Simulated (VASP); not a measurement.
Runs of VASP 6.6.1 on GaN. The structure is that of space group Fm-3m (No. 225), or close to it. The cells are those of the table. 

```csv
potentials or basis,spin,cell,cutoff (eV),smearing,pressure (GPa),moment (μB)
"VASP PAW PBE potentials, release 64 (Ga_d, N_h)",off,"a = 2.975 Å, angles 58.8°, 2 atoms",1460,gaussian 0.01 eV,(a),-
"VASP PAW PBE potentials, release 64 (Ga_d, N)","non-collinear, zero start, SOC","a = 2.972 Å, angles 58.2°, 2 atoms",520,fermi-dirac 0.02 eV,15.6,0.00
"VASP PAW PBE potentials, release 64 (Ga_d, N)","non-collinear, zero start, SOC","a = 2.978 Å, angles 59.4°, 2 atoms",520,fermi-dirac 0.02 eV,5.7,0.00
"VASP PAW PBE potentials, release 64 (Ga_d, N)","non-collinear, zero start, SOC","a = 2.975 Å, angles 58.8°, 2 atoms",520,fermi-dirac 0.02 eV,10.5,0.00
```

Alike in all rows: task single point; level r2SCAN; k mesh 10 × 10 × 10.

**Question.** Fill in the values left out.

**Answer.** (a) 10.4.

Caveats: the cell stands under pressure; the structure was generated, so it needn't be the stable form of GaN; the PAW data sets were made with another functional, which shifts forces and pressure a little.
